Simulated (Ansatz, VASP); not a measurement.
**Two plane-wave programs on BN**

INCAR

```
ALGO = Normal
EDIFF = 1E-7
ENCUT = 520
GGA = CA
ISIF = 2
ISMEAR = 0
LASPH = T
LCHARG = F
LREAL = F
LWAVE = F
NBANDS = 11
NELM = 100
PREC = Accurate
SIGMA = 0.05
```

File KPOINTS:

```
k-points
0
Gamma
  12 12 12
```

Contents of POSCAR:

```
BN
1.0
    0.0317275175      1.8130010000      1.8130010000
    1.8447285175      0.0000000000      1.8447285175
    1.8130010000      1.8130010000      0.0317275175
B N
1 1
Direct
    0.0000000000      0.0000000000      0.0000000000
    0.7500000000      0.7500000000      0.7500000000
```

Input for Ansatz:

```yaml
crystal:
  lattice:
    - [0.0317275175, 1.813001, 1.813001]
    - [1.8447285175, 0.0, 1.8447285175]
    - [1.813001, 1.813001, 0.0317275175]
  atoms:
    - { symbol: B, position: [0.0, 0.0, 0.0] }
    - { symbol: "N", position: [0.75, 0.75, 0.75] }
basis:
  ecutwfc: 420
kpoints:
  mp_grid: { grid: [12, 12, 12] }
hamiltonian:
  xc: lda
scf:
  occupations: { method: gaussian, width: 0.05 }
output:
  forces: true
  stress: true
  eigenvalues: true
```

Change from the starting cell: strain +0.0350 x Voigt [0, 0, 0, 0, 1, 0], atoms carried along.

Alike in both runs: task single point; functional LDA; k mesh 12 × 12 × 12; occupations gaussian, width 0.05 eV; no spin polarisation.

|  | VASP | Ansatz |
| --- | --- | --- |
| version | VASP 6.6.1 | Ansatz 0.2.0 |
| potentials or method | VASP PAW LDA potentials, release 64 (B, N), cutoff 520 eV | scalar-relativistic, plane waves, PAW |
| valence electrons in the cell | 8 | 8 |

|  | VASP | Ansatz | Ansatz less VASP |
| --- | --- | --- | --- |
| gap on the k mesh at the Fermi level (eV) | 4.19 | 4.21 | +0.016 |
| least direct gap on the mesh (eV) | 8.11 | 8.12 | +0.013 |
| pressure (GPa) | -12.8 | -13.7 | -0.84 |
| traceless stress, the component that is largest in VASP (GPa) | -15.31 | -15.21 | +0.106 |
| rms of the force components (eV/Å) | 0.022 | 0.018 | -0.0040 |

LDA's correlation is that of Perdew and Zunger in VASP and of Perdew and Wang (1992) in Ansatz. Atom by atom the forces differ by 0.004 eV/Å (rms over components).
